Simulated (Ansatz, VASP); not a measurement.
**Two plane-wave programs on BAs**

```
B As
1.0
     0.00000    2.12802    3.00902
     2.12802    0.00000    3.00902
     2.12802    2.12802    0.00000
B As
1 1
Cartesian
  0.0000 0.0000 0.0000
  3.1920 3.1920 4.5135
```

Alike in both runs: task single point; functional LDA; k mesh 12 × 12 × 12; occupations fermi-dirac, width 0.2 eV; no spin polarisation.

|  | VASP | Ansatz |
| --- | --- | --- |
| version | VASP 6.6.1 | Ansatz 0.2.0 |
| potentials or method | VASP PAW LDA potentials, release 64 (B, As), cutoff 520 eV | scalar-relativistic, plane waves, PAW |
| valence electrons in the cell | 8 | 18 |

VASP gave:

```
gap on the k mesh at the Fermi level (eV)                     : none
pressure (GPa)                                                : -1.7
traceless stress, the component that is largest in VASP (GPa) : -44.89
```

Q: Estimate Ansatz's values.

A: gap on the k mesh at the Fermi level (eV): none; pressure (GPa): -2.3; traceless stress, the component that is largest in VASP (GPa): -45.07.

LDA's correlation is that of Perdew and Zunger in VASP and of Perdew and Wang (1992) in Ansatz. A gap of «none» marks a metal or a gap that the smearing closes. VASP's potentials hold 8 valence electrons a cell and Ansatz's 18, so a difference there can come from the potentials and not from the codes.
